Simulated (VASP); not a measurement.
The system is ScSi3.

```
CELL_PARAMETERS angstrom
3.96555 0.00000 0.00000
0.00000 3.96555 0.00000
0.00000 0.00000 3.96555
ATOMIC_POSITIONS crystal
Sc 0.00000 0.00000 0.00000
Si 0.00000 0.50000 0.50000
Si 0.50000 0.50000 0.00000
Si 0.50000 0.00000 0.50000
```

Base run:

```yaml
Program: VASP 6.6.1
Functional: r2SCAN
Potentials_or_basis: VASP PAW PBE potentials, release 64 (Sc_sv, Si)
Cutoff: 520 eV
k_mesh: 8 × 8 × 8
Occupations: gaussian, width 0.05 eV
Spin: no spin polarisation
```

Its results: pressure -0.9 GPa.

Question: The run is repeated on the same cell with these changes: functional from r2SCAN to PBE. What comes out?

Answer: Pressure 0.1 GPa.

Caveats: the PAW data sets were made with another functional, which shifts forces and pressure a little (some runs).
